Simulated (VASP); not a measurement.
A run of VASP 6.6.1 is set up as follows.

The input INCAR:

```
SYSTEM = AlN
PREC     = Accurate       ! precision mode
ENCUT    = 600            ! plane-wave cutoff, eV
EDIFF    = 1E-7           ! SCF threshold, eV
ISMEAR   = 0              ! smearing method
SIGMA    = 0.01           ! smearing width, eV
LREAL    = .False.        ! projectors in reciprocal space
LASPH    = .True.         ! aspherical terms in the spheres
NELM     = 100            ! most SCF steps
ALGO     = Normal         ! electronic algorithm
ISIF     = 3              ! what is computed and relaxed
LWAVE    = .False.        ! write WAVECAR
LCHARG   = .False.        ! write CHGCAR
GGA      = PE             ! functional
IBRION   = 2              ! ionic algorithm
NSW      = 80             ! ionic steps
EDIFFG   = -0.001         ! ionic threshold
```

File KPOINTS:

```
regular mesh
0
Gamma
  12 12 6
  0 0 0
```

Contents of POSCAR:

```
AlN
1.0
    3.1302395629      0.0000000000      0.0000000000
   -1.5651197815      2.7108669814      0.0000000000
    0.0000000000      0.0000000000      5.0179796547
Al N
2 2
Direct
    0.3333333333      0.6666666667      0.0017287175
    0.6666666667      0.3333333333      0.5017287175
    0.3333333333      0.6666666667      0.3832712825
    0.6666666667      0.3333333333      0.8832712825
```

Potentials or basis: VASP PAW PBE potentials, release 64 (Al, N).

The run is started by

```console
$ cat potpaw_PBE.64/Al/POTCAR potpaw_PBE.64/N/POTCAR > POTCAR
$ mpirun -np 1 vasp_std > vasp.out
```

What does it give for the relaxed cell?

a = 3.128 Å, b = 3.128 Å, c = 5.015 Å, α = 90.00°, β = 90.00°, γ = 120.00°.

Predict the band gap on the k mesh.

4.06 eV, direct.

Step by step:
```tsv
step	energy change (eV)	largest force (eV/Å)	pressure (GPa)	volume (Å³)
1	0.0000	0.0007	-0.39	42.58
2	0.0000	0.0007	0.33	42.42
3	-0.0001	0.0007	0.01	42.49
```

A k mesh can miss the band edges. A hybrid or GW would open this gap; PBE tends to underestimate it.
